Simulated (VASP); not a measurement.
# BaZrO3 (Pm-3m) in VASP: single point with PBEsol

Aim: the single point of BaZrO3 with PBEsol.

Program: VASP 6.6.1. These are calculated values, not measurements. Logs are shortened: lines on timing, memory, paths and dates and some standing lists are left out, and cuts for length are marked.

## 1. The cell of the first run

The structure is cubic, space group Pm-3m (No. 221). The conventional cell has a = 4.181 Å, b = 4.181 Å, c = 4.181 Å, α = 90.00°, β = 90.00°, γ = 90.00°. Ba (site symmetry m-3m) has 12 O at 2.96 Å and 8 Zr at 3.62 Å within 3.9 Å. Within 2.8 Å of Zr (site symmetry m-3m) lie 6 O at 2.09 Å. O (site symmetry 4/mmm) has 2 Zr at 2.09 Å within 2.8 Å.

## 2. Single point, PBEsol

INCAR

```
SYSTEM = BaZrO3
ALGO = Normal
EDIFF = 1E-6
ENCUT = 910
GGA = PS
GGA_COMPAT = .FALSE.
ISIF = 2
ISMEAR = -1
LASPH = .TRUE.
LCHARG = .TRUE.
LELF = .TRUE.
LREAL = .FALSE.
LVHAR = .TRUE.
LWAVE = .FALSE.
NBANDS = 28
NELM = 120
PREC = Accurate
SIGMA = 0.05
```

KPOINTS

```
k-points
0
G
  8 8 8
  0 0 0
```

POSCAR

```
BaZrO3
1.0
    4.1806150114      0.0000000000      0.0000000000
    0.0000000000      4.1806150114      0.0000000000
    0.0000000000      0.0000000000      4.1806150114
Ba Zr O
1 1 3
Direct
    0.0000000000      0.0000000000      0.0000000000
    0.5000000000      0.5000000000      0.5000000000
    0.0000000000      0.5000000000      0.5000000000
    0.5000000000      0.0000000000      0.5000000000
    0.5000000000      0.5000000000      0.0000000000
```

Potentials or basis: VASP PAW PBE potentials, release 64 (Ba_sv, Zr_sv, O_h).

Started as:

```bash
cat potpaw_PBE.64/Ba_sv/POTCAR potpaw_PBE.64/Zr_sv/POTCAR potpaw_PBE.64/O_h/POTCAR > POTCAR
mpirun -np 1 vasp_std > vasp.out
```

OUTCAR:

```text
SYSTEM = BaZrO3
   EDIFF = 1E-6
   ENCUT = 910
   GGA = PS
   ISIF = 2
   ISMEAR = -1
   LASPH = .TRUE.
   LREAL = .FALSE.
   NELM = 120
   PREC = Accurate

 ion  position               nearest neighbor table
   1  0.000  0.000  0.000-   3 2.96   4 2.96   5 2.96   3 2.96   4 2.96   3 2.96   5 2.96   3 2.96
                             4 2.96   5 2.96   4 2.96   5 2.96   2 3.62   2 3.62   2 3.62   2 3.62
   2  0.500  0.500  0.500-   3 2.09   4 2.09   5 2.09   5 2.09   4 2.09   3 2.09   1 3.62   1 3.62
                             1 3.62   1 3.62   1 3.62   1 3.62   1 3.62   1 3.62
   3  0.000  0.500  0.500-   2 2.09   2 2.09   1 2.96   1 2.96   1 2.96   1 2.96
   4  0.500  0.000  0.500-   2 2.09   2 2.09   1 2.96   1 2.96   1 2.96   1 2.96
   5  0.500  0.500  0.000-   2 2.09   2 2.09   1 2.96   1 2.96   1 2.96   1 2.96

  LATTYP: Found a simple cubic cell.
 ALAT       =     4.1806150114

  Lattice vectors:

 A1 = (   4.1806150114,   0.0000000000,   0.0000000000)
 A2 = (   0.0000000000,   4.1806150114,   0.0000000000)
 A3 = (   0.0000000000,   0.0000000000,   4.1806150114)

Analysis of symmetry for initial positions (statically):
=====================================================================
 Subroutine PRICEL returns:
 Original cell was already a primitive cell.

 Routine SETGRP: Setting up the symmetry group for a
 simple cubic supercell.

 Subroutine GETGRP returns: Found 48 space group operations
 (whereof 48 operations were pure point group operations)
 out of a pool of 48 trial point group operations.

The static configuration has the point symmetry O_h .

Analysis of symmetry for dynamics (positions and initial velocities):
=====================================================================
 Subroutine PRICEL returns:
 Original cell was already a primitive cell.

 Routine SETGRP: Setting up the symmetry group for a
 simple cubic supercell.

 Subroutine GETGRP returns: Found 48 space group operations
 (whereof 48 operations were pure point group operations)
 out of a pool of 48 trial point group operations.

The dynamic configuration has the point symmetry O_h .

 Subroutine INISYM returns: Found 48 space group operations
 (whereof 48 operations are pure point group operations),
 and found     1 'primitive' translations

----------------------------------------------------------------------------------------

                                     Primitive cell

  volume of cell :      73.0669

  direct lattice vectors                    reciprocal lattice vectors
     4.180615011  0.000000000  0.000000000     0.239199256  0.000000000  0.000000000
     0.000000000  4.180615011  0.000000000     0.000000000  0.239199256  0.000000000
     0.000000000  0.000000000  4.180615011     0.000000000  0.000000000  0.239199256

  length of vectors
     4.180615011  4.180615011  4.180615011     0.239199256  0.239199256  0.239199256

  position of ions in fractional coordinates (direct lattice)
     0.000000000  0.000000000  0.000000000
     0.500000000  0.500000000  0.500000000
     0.000000000  0.500000000  0.500000000
     0.500000000  0.000000000  0.500000000
     0.500000000  0.500000000  0.000000000

  ion indices of the primitive-cell ions
   primitive index   ion index
                 1           1
                 2           2
                 3           3
                 4           4
                 5           5

----------------------------------------------------------------------------------------

 KPOINTS: k-points

Automatic generation of k-mesh.
 Grid dimensions read from file:
 generate k-points for:    8    8    8

 Generating k-lattice:

  Cartesian coordinates                     Fractional coordinates (reciprocal lattice)
     0.029899907  0.000000000  0.000000000     0.125000000  0.000000000  0.000000000
     0.000000000  0.029899907  0.000000000     0.000000000  0.125000000  0.000000000
     0.000000000  0.000000000  0.029899907     0.000000000  0.000000000  0.125000000

  Length of vectors
     0.029899907  0.029899907  0.029899907

  Shift w.r.t. Gamma in fractional coordinates (k-lattice)
     0.000000000  0.000000000  0.000000000

 Subroutine IBZKPT returns following result:
 ===========================================

 Found     35 irreducible k-points:

 Following reciprocal coordinates:
            Coordinates               Weight
  0.000000  0.000000  0.000000      1.000000
  0.125000  0.000000  0.000000      6.000000
  0.250000  0.000000  0.000000      6.000000
  0.375000  0.000000  0.000000      6.000000
  0.500000  0.000000  0.000000      3.000000
  0.125000  0.125000  0.000000     12.000000
[... 16 lines left out ...]
  0.375000  0.375000  0.125000     24.000000
  0.500000  0.375000  0.125000     24.000000
 [... further k-points ...]
   k-points           NKPTS =     35   k-points in BZ     NKDIM =     35   number of bands    NBANDS=     28
   number of dos      NEDOS =    301   number of ions     NIONS =      5
   total plane-waves  NPLWV =  74088
   dimension x,y,z NGX =    42 NGY =   42 NGZ =   42
   dimension x,y,z NGXF=    84 NGYF=   84 NGZF=   84
   ions per type =               1   1   3
   NGX,Y,Z   is equivalent  to a cutoff of  16.70, 16.70, 16.70 a.u.
   NGXF,Y,Z  is equivalent  to a cutoff of  33.40, 33.40, 33.40 a.u.
 SYSTEM =  BaZrO3
   PREC   = accura    normal or accurate (medium, high low for compatibility)
   ISTART =      0    job   : 0-new  1-cont  2-samecut
   ICHARG =      2    charge: 1-file 2-atom 10-const
   ISPIN  =      1    spin polarized calculation?
   LNONCOLLINEAR =      F non collinear calculations
   LSORBIT =      F    spin-orbit coupling
   LASPH  =      T    aspherical Exc in radial PAW
   ENCUT  =  910.0 eV  66.88 Ry    8.18 a.u.  10.28 10.28 10.28*2*pi/ulx,y,z
   NELM   =    120;   NELMIN=  2; NELMDL= -5     # of ELM steps
   EDIFF  = 0.1E-05   stopping-criterion for ELM
   LREAL  =      F    real-space projection
   EDIFFG = 0.1E-04   stopping-criterion for IOM
   NSW    =      0    number of steps for IOM
   IBRION =     -1    ionic relax: 0-MD 1-quasi-New 2-CG
   NFREE  =      0    steps in history (QN), initial steepest desc. (CG)
   ISIF   =      2    stress and relaxation
   ISYM   =      2    0-nonsym 1-usesym 2-fastsym
   POTIM  = 0.5000    time-step for ionic-motion
   TEBEG  =    0.0;   TEEND  =   0.0 temperature during run
   PSTRESS=    0.0 pullay stress
   NELECT =      40.0000    total number of electrons
   NUPDOWN=      -1.0000    fix difference up-down
   EMIN   =  10.00;   EMAX   =-10.00  energy-range for DOS
   EFERMI =   0.00;   METHOD = LEGACY
   ISMEAR =    -1;   SIGMA  =   0.05  broadening in eV -4-tet -1-fermi 0-gaus
   EFERMI_NEDOS =   21; number of points for ismear=-14 and -15
   IALGO  =     38    algorithm
   IMIX   =      4    mixing-type and parameters
     AMIX     =   0.40;   BMIX     =  1.00
     AMIX_MAG =   1.60;   BMIX_MAG =  1.00
  volume/ion in A,a.u.               =      14.61        98.62
  Fermi-wavevector in a.u.,A,eV,Ry     =   1.339228  2.530775 24.402494  1.793533
  Thomas-Fermi vector in A             =   2.467637
   LORBIT       =      0    0 simple, 1 ext, 2 COOP (PROOUT), +10 PAW based schemes
   GGA     = PS    functional components
   LHFCALC =     F    Hartree Fock is set to
   AEXX    =    0.0000 exact exchange contribution
   IVDW    =     0    specifies the selected vdW correction
   LEPSILON=     F    determine dielectric tensor
   LRPA    =     F    only Hartree local field effects (RPA)
 non-spin polarized calculation
  energy-cutoff  :      910.00
  volume of cell :       73.07
 maximum number of plane-waves:      4632
 NGX is ok and might be reduce to    42
   NGX = 21   NGY = 21   NGZ = 21

 number of electron      40.0000012 magnetization

 Free energy of the ion-electron system (eV)
  ---------------------------------------------------
  ext. energy  EPLUGINS =         0.00000000
  ---------------------------------------------------
  free energy    TOTEN  =       -43.64021651 eV

  energy without entropy =      -43.64021651  energy(sigma->0) =      -43.64021651

 E-fermi :   5.1465     XC(G=0): -11.0646

 val. band max:        4.0016789142   @ k =   0.5000   0.5000   0.5000
 cond. band min:       7.1291905006   @ k =   0.0000   0.0000   0.0000
 fundamental gap:      3.1275115865
 Fermi energy:         5.1465467917

 k-point     1 :       0.0000    0.0000    0.0000
  band No.  band energies     occupation
      1     -42.8216      2.00000
      2     -21.2129      2.00000
      3     -21.0430      2.00000
      4     -21.0430      2.00000
      5     -21.0430      2.00000
      6     -12.2977      2.00000
[... 20 lines left out ...]
     27      11.5543      0.00000
     28      11.5543      0.00000

 k-point     2 :       0.1250    0.0000    0.0000
  band No.  band energies     occupation
      1     -42.8211      2.00000
      2     -21.2567      2.00000
      3     -21.0419      2.00000
      4     -21.0419      2.00000
      5     -21.0293      2.00000
      6     -12.2938      2.00000
[... 20 lines left out ...]
     27      11.5552      0.00000
     28      12.0577      0.00000

 k-point     3 :       0.2500    0.0000    0.0000
  band No.  band energies     occupation
      1     -42.8199      2.00000
      2     -21.3530      2.00000
      3     -21.0392      2.00000
      4     -21.0392      2.00000
      5     -21.0028      2.00000
      6     -12.3600      2.00000
[... 20 lines left out ...]
     27      11.5551      0.00000
     28      11.9123      0.00000

 k-point     4 :       0.3750    0.0000    0.0000
  band No.  band energies     occupation
      1     -42.8186      2.00000
      2     -21.4426      2.00000
      3     -21.0366      2.00000
      4     -21.0366      2.00000
      5     -20.9793      2.00000
      6     -12.4476      2.00000
[... 20 lines left out ...]
     27      11.5475      0.00000
     28      12.1919      0.00000

 k-point     5 :       0.5000    0.0000    0.0000
  band No.  band energies     occupation
      1     -42.8181      2.00000
      2     -21.4783      2.00000
      3     -21.0355      2.00000
      4     -21.0355      2.00000
      5     -20.9699      2.00000
      6     -12.4850      2.00000
[... 20 lines left out ...]
     27      11.5387      0.00000
     28      12.5465      0.00000

 k-point     6 :       0.1250    0.1250    0.0000
  band No.  band energies     occupation
      1     -42.8206      2.00000
      2     -21.2760      2.00000
      3     -21.0822      2.00000
      4     -21.0408      2.00000
      5     -20.9996      2.00000
      6     -12.2649      2.00000
[... 463 lines left out ...]
      5     -21.0101      2.00000
      6     -12.1040      2.00000
[... 20 lines left out ...]
     27      12.0392      0.00000
     28      12.6809      0.00000

 k-point    22 :       0.5000    0.2500    0.1250
  band No.  band energies     occupation
      1     -42.8159      2.00000
      2     -21.3932      2.00000
      3     -21.1700      2.00000
      4     -21.0724      2.00000
      5     -21.0306      2.00000
      6     -12.1115      2.00000
[... 20 lines left out ...]
     27      12.2588      0.00000
     28      12.5122      0.00000

 k-point    23 :       0.3750    0.3750    0.1250
  band No.  band energies     occupation
      1     -42.8151      2.00000
      2     -21.3240      2.00000
      3     -21.2617      2.00000
      4     -21.0773      2.00000
      5     -21.0487      2.00000
      6     -12.0358      2.00000
[... 20 lines left out ...]
     27      12.1776      0.00000
     28      12.9534      0.00000

 k-point    24 :       0.5000    0.3750    0.1250
  band No.  band energies     occupation
      1     -42.8146      2.00000
      2     -21.3319      2.00000
      3     -21.2609      2.00000
      4     -21.0784      2.00000
      5     -21.0697      2.00000
      6     -12.0180      2.00000
[... 20 lines left out ...]
     27      12.4787      0.00000
     28      13.1577      0.00000

 [... further k-points ...]

------------------------ aborting loop because EDIFF is reached ----------------------------------------

  FORCE on cell =-STRESS in cart. coord.  units (eV):
  Direction    XX          YY          ZZ          XY          YZ          ZX
  --------------------------------------------------------------------------------------
  -------------------------------------------------------------------------------------
  Total        0.4087013      0.4087013      0.4087013      0.0000000     -0.0000000     -0.0000000
  in kB        8.9618176      8.9618176      8.9618176      0.0000000     -0.0000000     -0.0000000
  external PRESSURE =       8.9618176 kB  Pullay stress =       0.0000000 kB

 VOLUME and BASIS-vectors are now :
 -----------------------------------------------------------------------------
  energy-cutoff  :      910.00
  volume of cell :       73.07
      direct lattice vectors                 reciprocal lattice vectors
     4.180615011  0.000000000  0.000000000     0.239199256  0.000000000  0.000000000
     0.000000000  4.180615011  0.000000000     0.000000000  0.239199256  0.000000000
     0.000000000  0.000000000  4.180615011     0.000000000  0.000000000  0.239199256

 POSITION                                       TOTAL-FORCE (eV/Angst)
 -----------------------------------------------------------------------------------
      0.00000      0.00000      0.00000         0.000000      0.000000      0.000000
      2.09031      2.09031      2.09031         0.000000      0.000000      0.000000
      0.00000      2.09031      2.09031         0.000000      0.000000      0.000000
      2.09031      0.00000      2.09031         0.000000      0.000000      0.000000
      2.09031      2.09031      0.00000         0.000000      0.000000      0.000000
 -----------------------------------------------------------------------------------
    total drift:                                0.000000     -0.000000     -0.000000

  FREE ENERGIE OF THE ION-ELECTRON SYSTEM (eV)
  ---------------------------------------------------
  free  energy   TOTEN  =       -43.6402165055 eV

  energy  without entropy=      -43.6402165054  energy(sigma->0) =      -43.64021651
```

Run time: 81 s. Hardware: 1 thread of Intel Xeon 6975P-C (Granite Rapids), shared host; peak memory 0.37 GiB.

Results:

| Property | Result |
| --- | --- |
| Free energy | -43.6402 eV |
| Pressure | 0.9 GPa |
| Band gap on the k mesh | 3.13 eV (least direct gap 3.34 eV) |

Levels at points of the mesh, in eV from the valence-band top:
```csv
k point,band 17,band 18,band 19,band 20,band 21,band 22,band 23,band 24
"(0.00, 0.00, 0.00)",-1.01,-0.21,-0.21,-0.21,3.13,3.13,3.13,4.56
"(0.50, 0.00, 0.00)",-1.77,-1.74,-0.44,-0.44,3.59,5.74,5.74,6.39
"(0.50, 0.50, 0.00)",-0.94,-0.94,-0.77,-0.08,5.71,5.71,6.47,6.50
"(0.50, 0.50, 0.50)",-2.56,0.00,0.00,0.00,5.94,5.94,5.94,7.07
```

Caveat: the cutoff is under 1.25 times the usual one of these potentials, so pressure, stress and relaxed cells hold a basis-set (Pulay) error; the PAW data sets were made with another functional, which shifts forces and pressure a little; spin-orbit coupling is left out, which moves the levels of the heavy elements.
